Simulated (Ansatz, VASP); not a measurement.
## Te2Mo: VASP beside Ansatz

The input INCAR:

```
ALGO = Normal ; EDIFF = 1E-7
ENCUT = 520 ; GGA = CA
ISIF = 2 ; ISMEAR = 0
LASPH = T ; LCHARG = T
LELF = T ; LREAL = F
LVHAR = T ; LWAVE = F
NBANDS = 20 ; NELM = 60
PREC = Accurate ; SIGMA = 0.05
```

Contents of KPOINTS:

```
k-points
0
Gamma
  12 12 2
```

File POSCAR:

```
Te2Mo
1.0
    3.4178235014      0.0000000000      0.0000000000
   -1.7089117507      2.9599219779      0.0000000000
    0.0000000000      0.0000000000     18.9259824456
Te Mo
2 1
Direct
    0.3333333333      0.6666666667      0.8978554500
    0.3333333333      0.6666666667      0.1021445500
    0.0000000000      0.0000000000      0.0000000000
```

Input for Ansatz:

```yaml
crystal:
  lattice:
    - [3.4178235014, 0.0, 0.0]
    - [-1.7089117507, 2.9599219779, 0.0]
    - [0.0, 0.0, 18.9259824456]
  atoms:
    - { symbol: Te, position: [0.3333333333, 0.6666666667, 0.89785545] }
    - { symbol: Te, position: [0.3333333333, 0.6666666667, 0.10214455] }
    - { symbol: Mo, position: [0.0, 0.0, 0.0] }
basis:
  ecutwfc: 420
kpoints:
  mp_grid: { grid: [12, 12, 2] }
hamiltonian:
  xc: lda
scf:
  occupations: { method: gaussian, width: 0.05 }
output:
  forces: true
  stress: true
  eigenvalues: true
```

Change from the starting cell: strain -0.040 along x and y, +0.080 along z, atoms carried along.

Alike in both runs: task single point; functional LDA; k mesh 12 × 12 × 2; occupations gaussian, width 0.05 eV; no spin polarisation.

|  | VASP | Ansatz |
| --- | --- | --- |
| version | VASP 6.6.1 | Ansatz 0.2.0 |
| potentials or method | VASP PAW LDA potentials, release 64 (Te, Mo_sv), cutoff 520 eV | scalar-relativistic, plane waves, PAW |
| valence electrons in the cell | 26 | 46 |

Ansatz gave:

```
gap on the k mesh at the Fermi level (eV) : 0.82
least direct gap on the mesh (eV)         : 1.25
rms of the force components (eV/Å)        : 0.693
```

Q: Estimate VASP's values.

A: gap on the k mesh at the Fermi level (eV): 0.82; least direct gap on the mesh (eV): 1.25; rms of the force components (eV/Å): 0.673.

LDA's correlation is that of Perdew and Zunger in VASP and of Perdew and Wang (1992) in Ansatz. Atom by atom the forces differ by 0.020 eV/Å (rms over components). VASP's potentials hold 26 valence electrons a cell and Ansatz's 46, so a difference there can come from the potentials and not from the codes.

Neither program's run includes spin-orbit coupling.
